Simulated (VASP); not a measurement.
# C6N in VASP: notebook

C6N is run at these levels: PBE+D3(BJ); tasks: single point.

All numbers are computed with VASP 6.6.1; they aren't measurements. Logs are shortened: lines on timing, memory, paths and dates and some standing lists are left out, and cuts for length are marked.

## (1) The cell of the first run

The cell holds a slab with vacuum, 14 atoms: a = 4.929 Å, b = 3.612 Å, c = 23.498 Å, α = 90.00°, β = 90.00°, γ = 80.17°.

## (2) Single point, PBE+D3(BJ)

File INCAR:

```
SYSTEM = C6N
PREC = Accurate
ENCUT = 520
EDIFF = 1E-7
ISMEAR = 0
SIGMA = 0.05
LREAL = .False.
LASPH = .True.
NELM = 80
ALGO = Normal
ISIF = 2
LWAVE = .False.
LCHARG = .False.
LDIPOL = .True.
IDIPOL = 3
DIPOL = 0.5 0.5 0.307
GGA = PE
IVDW = 12
NBANDS = 42
```

File KPOINTS:

```
regular mesh
0
Gamma
  6 8 1
  0 0 0
```

File POSCAR:

```
C6N
1.0
    4.9292228550      0.0000000000      0.0000000000
    0.6166369006      3.5586578719      0.0000000000
    0.0000000000      0.0000000000     23.4976437319
C N
12 2
Direct
    0.3564276906      0.1499632937      0.1702298343
    0.8564276906      0.1499632937      0.1702298343
    0.0989390322      0.2099625304      0.1991270674
    0.5989390322      0.2099625304      0.1991270674
    0.0841110521      0.3299262058      0.2569047739
    0.5841110521      0.3299262058      0.2569047739
    0.3266667370      0.3895095889      0.2850339125
    0.8266667370      0.3895095889      0.2850339125
    0.3105178150      0.5194460093      0.3452144215
    0.8105178150      0.5194460093      0.3452144215
    0.0532190619      0.5779315754      0.3701496129
    0.5532190619      0.5779315754      0.3701496129
    0.4282190619      1.3279315754      0.5020777345
    0.4282190619      1.3279315754      0.5488909390
```

Potentials or basis: VASP PAW PBE potentials, release 64 (C, N).

Command:

```
cat potpaw_PBE.64/C/POTCAR potpaw_PBE.64/N/POTCAR > POTCAR
mpirun -np 1 vasp_std > vasp.out
```

OUTCAR:

```text
SYSTEM = C6N
   PREC = Accurate
   ENCUT = 520
   EDIFF = 1E-7
   ISMEAR = 0
   LREAL = .False.
   LASPH = .True.
   NELM = 80
   ISIF = 2
   GGA = PE
   IVDW = 12
 IVDW          = 12

 ion  position               nearest neighbor table
   1  0.356  0.150  0.170-   3 1.42   4 1.42
   2  0.856  0.150  0.170-   4 1.42   3 1.42
   3  0.099  0.210  0.199-   1 1.42   2 1.42   5 1.42
   4  0.599  0.210  0.199-   2 1.42   1 1.42   6 1.42
   5  0.084  0.330  0.257-   8 1.41   7 1.41   3 1.42
   6  0.584  0.330  0.257-   7 1.41   8 1.41   4 1.42
   7  0.327  0.390  0.285-   6 1.41   5 1.41   9 1.49
   8  0.827  0.390  0.285-   5 1.41   6 1.41  10 1.49
   9  0.311  0.519  0.345-  11 1.38  12 1.38   7 1.49
  10  0.811  0.519  0.345-  12 1.38  11 1.38   8 1.49
  11  0.053  0.578  0.370-   9 1.38  10 1.38
  12  0.553  0.578  0.370-  10 1.38   9 1.38
  13  0.428  0.328  0.502-  14 1.10
  14  0.428  0.328  0.549-  13 1.10

  LATTYP: Found a simple monoclinic cell.
 ALAT       =     3.6116875441
 B/A-ratio  =     6.5060012653
 C/A-ratio  =     1.3647977005
 COS(beta)  =    -0.1707337340

  Lattice vectors:

 A1 = (   0.6166369006,   3.5586578719,   0.0000000000)
 A2 = (   0.0000000000,   0.0000000000, -23.4976437319)
 A3 = (  -4.9292228550,   0.0000000000,   0.0000000000)

Analysis of symmetry for initial positions (statically):
=====================================================================
 Subroutine PRICEL returns:
 Original cell was already a primitive cell.

 Routine SETGRP: Setting up the symmetry group for a
 simple monoclinic supercell.

 Subroutine GETGRP returns: Found  1 space group operations
 (whereof  1 operations were pure point group operations)
 out of a pool of  4 trial point group operations.

The static configuration has the point symmetry C_1 .

Analysis of symmetry for dynamics (positions and initial velocities):
=====================================================================
 Subroutine PRICEL returns:
 Original cell was already a primitive cell.

 Routine SETGRP: Setting up the symmetry group for a
 simple monoclinic supercell.

 Subroutine GETGRP returns: Found  1 space group operations
 (whereof  1 operations were pure point group operations)
 out of a pool of  4 trial point group operations.

The dynamic configuration has the point symmetry C_1 .

 Subroutine INISYM returns: Found  1 space group operations
 (whereof  1 operations are pure point group operations),
 and found     1 'primitive' translations

----------------------------------------------------------------------------------------

                                     Primitive cell

  volume of cell :     412.1820

  direct lattice vectors                    reciprocal lattice vectors
     4.929222855  0.000000000  0.000000000     0.202871736 -0.035153196  0.000000000
     0.616636901  3.558657872  0.000000000     0.000000000  0.281004816  0.000000000
     0.000000000  0.000000000 23.497643732     0.000000000  0.000000000  0.042557459

  length of vectors
     4.929222855  3.611687544 23.497643732     0.205894849  0.281004816  0.042557459

  position of ions in fractional coordinates (direct lattice)
     0.356427691  0.149963294  0.170229834
     0.856427691  0.149963294  0.170229834
     0.098939032  0.209962530  0.199127067
     0.598939032  0.209962530  0.199127067
     0.084111052  0.329926206  0.256904774
     0.584111052  0.329926206  0.256904774
     0.326666737  0.389509589  0.285033912
     0.826666737  0.389509589  0.285033912
     0.310517815  0.519446009  0.345214422
     0.810517815  0.519446009  0.345214422
     0.053219062  0.577931575  0.370149613
     0.553219062  0.577931575  0.370149613
     0.428219062  0.327931575  0.502077734
     0.428219062  0.327931575  0.548890939

  ion indices of the primitive-cell ions
   primitive index   ion index
                 1           1
                 2           2
                 3           3
                 4           4
                 5           5
                 6           6
                 7           7
                 8           8
                 9           9
                10          10
                11          11
                12          12
                13          13
                14          14

----------------------------------------------------------------------------------------

 KPOINTS: regular mesh

Automatic generation of k-mesh.
 Grid dimensions read from file:
 generate k-points for:    6    8    1

 Generating k-lattice:

  Cartesian coordinates                     Fractional coordinates (reciprocal lattice)
     0.033811956 -0.005858866  0.000000000     0.166666667  0.000000000  0.000000000
     0.000000000  0.035125602  0.000000000     0.000000000  0.125000000  0.000000000
     0.000000000  0.000000000  0.042557459     0.000000000  0.000000000  1.000000000

  Length of vectors
     0.034315808  0.035125602  0.042557459

  Shift w.r.t. Gamma in fractional coordinates (k-lattice)
     0.000000000  0.000000000  0.000000000

 Subroutine IBZKPT returns following result:
 ===========================================

 Found     26 irreducible k-points:

 Following reciprocal coordinates:
            Coordinates               Weight
  0.000000  0.000000  0.000000      1.000000
  0.166667 -0.000000  0.000000      2.000000
  0.333333  0.000000  0.000000      2.000000
  0.500000  0.000000  0.000000      1.000000
  0.000000  0.125000  0.000000      2.000000
  0.166667  0.125000  0.000000      2.000000
[... 16 lines left out ...]
  0.000000  0.500000  0.000000      1.000000
  0.166667  0.500000  0.000000      2.000000
 [... further k-points ...]
   k-points           NKPTS =     26   k-points in BZ     NKDIM =     26   number of bands    NBANDS=     42
   number of dos      NEDOS =    301   number of ions     NIONS =     14
   total plane-waves  NPLWV = 201600
   dimension x,y,z NGX =    40 NGY =   28 NGZ =  180
   dimension x,y,z NGXF=    80 NGYF=   56 NGZF=  360
   ions per type =              12   2
   NGX,Y,Z   is equivalent  to a cutoff of  13.49, 12.89, 12.74 a.u.
   NGXF,Y,Z  is equivalent  to a cutoff of  26.98, 25.78, 25.47 a.u.
 SYSTEM =  C6N
   PREC   = accura    normal or accurate (medium, high low for compatibility)
   ISTART =      0    job   : 0-new  1-cont  2-samecut
   ICHARG =      2    charge: 1-file 2-atom 10-const
   ISPIN  =      1    spin polarized calculation?
   LNONCOLLINEAR =      F non collinear calculations
   LSORBIT =      F    spin-orbit coupling
   LASPH  =      T    aspherical Exc in radial PAW
   ENCUT  =  520.0 eV  38.22 Ry    6.18 a.u.   9.17  6.72 43.69*2*pi/ulx,y,z
   NELM   =     80;   NELMIN=  2; NELMDL= -5     # of ELM steps
   EDIFF  = 0.1E-06   stopping-criterion for ELM
   LREAL  =      F    real-space projection
   EDIFFG = 0.1E-05   stopping-criterion for IOM
   NSW    =      0    number of steps for IOM
   IBRION =     -1    ionic relax: 0-MD 1-quasi-New 2-CG
   NFREE  =      0    steps in history (QN), initial steepest desc. (CG)
   ISIF   =      2    stress and relaxation
   ISYM   =      2    0-nonsym 1-usesym 2-fastsym
   POTIM  = 0.5000    time-step for ionic-motion
   TEBEG  =    0.0;   TEEND  =   0.0 temperature during run
   PSTRESS=    0.0 pullay stress
   NELECT =      58.0000    total number of electrons
   NUPDOWN=      -1.0000    fix difference up-down
   EMIN   =  10.00;   EMAX   =-10.00  energy-range for DOS
   EFERMI =   0.00;   METHOD = LEGACY
   ISMEAR =     0;   SIGMA  =   0.05  broadening in eV -4-tet -1-fermi 0-gaus
   EFERMI_NEDOS =   21; number of points for ismear=-14 and -15
   IALGO  =     38    algorithm
   IMIX   =      4    mixing-type and parameters
     AMIX     =   0.40;   BMIX     =  1.00
     AMIX_MAG =   1.60;   BMIX_MAG =  1.00
  volume/ion in A,a.u.               =      29.44       198.68
  Fermi-wavevector in a.u.,A,eV,Ry     =   0.851506  1.609113  9.865079  0.725063
  Thomas-Fermi vector in A             =   1.967650
   LORBIT       =      0    0 simple, 1 ext, 2 COOP (PROOUT), +10 PAW based schemes
   GGA     = PE    functional components
   LHFCALC =     F    Hartree Fock is set to
   AEXX    =    0.0000 exact exchange contribution
   IVDW    =    12    specifies the selected vdW correction
   LEPSILON=     F    determine dielectric tensor
   LRPA    =     F    only Hartree local field effects (RPA)
 non-spin polarized calculation
 Gauss-broadening in eV      SIGMA  =   0.05
  energy-cutoff  :      520.00
  volume of cell :      412.18
 maximum number of plane-waves:     11143
 NGX is ok and might be reduce to    40
   NGX = 19   NGY = 13   NGZ = 87

 dipolmoment           0.000000      0.000000      0.017785 electrons x Angstroem

 number of electron      58.0000004 magnetization

 dipolmoment           0.000000      0.000000     -0.057810 electrons x Angstroem

 Free energy of the ion-electron system (eV)
  ---------------------------------------------------
  ext. energy  EPLUGINS =         0.00000000
  ---------------------------------------------------
  free energy    TOTEN  =      -114.36415421 eV

  energy without entropy =     -114.34769572  energy(sigma->0) =     -114.35592497

 E-fermi :  -3.3414     XC(G=0):  -4.1498

 val. band max:       -3.3484297936   @ k =   0.3333   0.0000   0.0000
 cond. band min:      -3.3309937923   @ k =  -0.3333   0.3750   0.0000
 fundamental gap:      0.0174360012
 Fermi energy:        -3.3414321808

 k-point     1 :       0.0000    0.0000    0.0000
  band No.  band energies     occupation
      1     -25.7846      2.00000
      2     -22.1389      2.00000
      3     -20.3974      2.00000
      4     -18.0066      2.00000
      5     -17.9143      2.00000
      6     -17.8599      2.00000
[... 33 lines left out ...]
     40       3.0485      0.00000
     41       3.2715      0.00000

 k-point     2 :       0.1667   -0.0000    0.0000
  band No.  band energies     occupation
      1     -25.7843      2.00000
      2     -22.0153      2.00000
      3     -20.2785      2.00000
      4     -19.1206      2.00000
      5     -17.8979      2.00000
      6     -17.5765      2.00000
[... 33 lines left out ...]
     40       3.2275      0.00000
     41       3.4307      0.00000

 k-point     3 :       0.3333    0.0000    0.0000
  band No.  band energies     occupation
      1     -25.7839      2.00000
      2     -21.6457      2.00000
      3     -20.1871      2.00000
      4     -19.9234      2.00000
      5     -18.5315      2.00000
      6     -17.5726      2.00000
[... 33 lines left out ...]
     40       3.3629      0.00000
     41       3.7267      0.00000

 k-point     4 :       0.5000    0.0000    0.0000
  band No.  band energies     occupation
      1     -25.7837      2.00000
      2     -21.0377      2.00000
      3     -21.0300      2.00000
      4     -19.3400      2.00000
      5     -19.3338      2.00000
      6     -17.0353      2.00000
[... 825 lines left out ...]
     40       4.9240      0.00000
     41       5.1645      0.00000

 k-point    23 :       0.0000    0.5000    0.0000
  band No.  band energies     occupation
      1     -25.7520      2.00000
      2     -21.8951      2.00000
      3     -20.2322      2.00000
      4     -17.9373      2.00000
      5     -17.7890      2.00000
      6     -17.7303      2.00000
[... 33 lines left out ...]
     40       4.5599      0.00000
     41       5.0984      0.00000

 k-point    24 :       0.1667    0.5000    0.0000
  band No.  band energies     occupation
      1     -25.7519      2.00000
      2     -21.7755      2.00000
      3     -20.1162      2.00000
      4     -18.9630      2.00000
      5     -17.8300      2.00000
      6     -17.4698      2.00000
[... 33 lines left out ...]
     40       5.1888      0.00000
     41       5.2182      0.00000

 [... further k-points ...]

 [bands above 41 left out]

------------------------ aborting loop because EDIFF is reached ----------------------------------------

 vacuum level on the upper side and lower side of the slab       (xc-potential included)        -0.391         0.191

 Edisp (eV)   -1.47904

 E8    (eV) :    -0.4331

  FORCE on cell =-STRESS in cart. coord.  units (eV):
  Direction    XX          YY          ZZ          XY          YZ          ZX
  --------------------------------------------------------------------------------------
  -------------------------------------------------------------------------------------
  Total      -0.34419    -0.18135     4.09021     0.07852     0.72709    -0.05305
  in kB      -1.33788    -0.70493    15.89889     0.30520     2.82625    -0.20619
  external pressure =        4.62 kB  Pullay stress =        0.00 kB

 VOLUME and BASIS-vectors are now :
 -----------------------------------------------------------------------------
  energy-cutoff  :      520.00
  volume of cell :      412.18
      direct lattice vectors                 reciprocal lattice vectors
     4.929222855  0.000000000  0.000000000     0.202871736 -0.035153196  0.000000000
     0.616636901  3.558657872  0.000000000     0.000000000  0.281004816  0.000000000
     0.000000000  0.000000000 23.497643732     0.000000000  0.000000000  0.042557459

 POSITION                                       TOTAL-FORCE (eV/Angst)
 -----------------------------------------------------------------------------------
      1.84938      0.53367      4.00000         0.006129      0.464251      1.677631
      4.31400      0.53367      4.00000         0.017999      0.461085      1.666539
      0.61716      0.74718      4.67902        -0.015663     -0.944100     -3.180115
      3.08177      0.74718      4.67902        -0.001595     -0.946539     -3.179950
      0.61805      1.17409      6.03666        -0.024338      0.468686      1.454266
      3.08266      1.17409      6.03666         0.017310      0.465378      1.442816
      1.85040      1.38613      6.69763         0.009879      0.010251      0.041014
      4.31501      1.38613      6.69763        -0.011478     -0.004341      0.004653
      1.85092      1.84853      8.11173        -0.009570      0.034897      0.107623
      4.31553      1.84853      8.11173         0.003664     -0.025474     -0.085969
      0.61870      2.05666      8.69764        -0.065970      0.016902      0.113177
      3.08331      2.05666      8.69764         0.087183      0.007408     -0.027585
      2.31300      1.16700     11.79764        -0.020392     -0.017669     -2.150524
      2.31300      1.16700     12.89764         0.006842      0.009265      2.116422
 -----------------------------------------------------------------------------------
    total drift:                                0.000136     -0.000200     -0.000767

  FREE ENERGIE OF THE ION-ELECTRON SYSTEM (eV)
  ---------------------------------------------------
  free  energy   TOTEN  =      -115.8431927439 eV

  energy  without entropy=     -115.8267342499  energy(sigma->0) =     -115.83496350

 vacuum level on the upper side and lower side of the slab         2.810         3.416
```

It took 8.5 min on 1 thread of Intel Xeon 6975P-C (Granite Rapids), shared host; peak memory 0.67 GiB.

What came out:

```yaml
Free_energy: -115.8432 eV
Largest_force: 3.318 eV/Å
Band_gap_on_the_k_mesh: zero (bands 29 and 30 overlap by 0.07 eV)
Dispersion_energy_per_atom: -0.106 eV
```

Forces on the atoms (eV/Å):
```
C    0.006  0.464  1.678
C    0.018  0.461  1.667
C   -0.016 -0.944 -3.180
C   -0.002 -0.947 -3.180
C   -0.024  0.469  1.454
C    0.017  0.465  1.443
C    0.010  0.010  0.041
C   -0.011 -0.004  0.005
C   -0.010  0.035  0.108
C    0.004 -0.025 -0.086
C   -0.066  0.017  0.113
C    0.087  0.007 -0.028
N   -0.020 -0.018 -2.151
N    0.007  0.009  2.116
```

Levels at points of the mesh, in eV from the Fermi level:
```tsv
k point	band 27	band 28	band 29	band 30	band 31	band 32
(0.00, 0.00, 0.00)	-0.52	-0.40	-0.35	0.55	0.94	1.36
(0.50, 0.00, 0.00)	-1.43	-0.14	-0.12	-0.04	-0.01	3.08
(0.00, 0.50, 0.00)	-0.46	-0.26	-0.20	0.22	0.59	0.78
(0.50, 0.50, 0.00)	-1.87	0.01	0.02	0.13	0.14	2.85
```

Caveat: the standard files for N, O and F lose accuracy on very short bonds.

[end of part 1 of 2]
